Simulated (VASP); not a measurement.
The system is Mn.

```
Mn
1.0
     0.00000    1.74500    1.74500
     1.74500    0.00000    1.74500
     1.74500    1.74500    0.00000
Mn
1
Direct
  0.00000 0.00000 0.00000
```

Base run:

- Program: VASP 6.6.1
- Functional: PBE
- Potentials or basis: VASP PAW PBE potentials, release 64 (Mn_pv)
- Cutoff: 520 eV
- k mesh: 13 × 13 × 13
- Occupations: fermi-dirac, width 0.05 eV
- Spin: collinear spin, ferromagnetic start
- Starting moments: [1.01] μB
- Fixed moment: 1.01 μB

Its results: pressure 10.6 GPa; net moment 1.01 μB per cell; site moments Mn +0.98 μB.

The run is repeated on the same cell with these changes: fixed moment from 1.01 μB to none; moments at the start from [1.01] to [0.45]. What comes out?

Pressure 2.9 GPa; net moment 0.08 μB per cell; site moments Mn +0.08 μB.

Caveats: the total moment is fixed, so each spin has its own Fermi level (some runs).
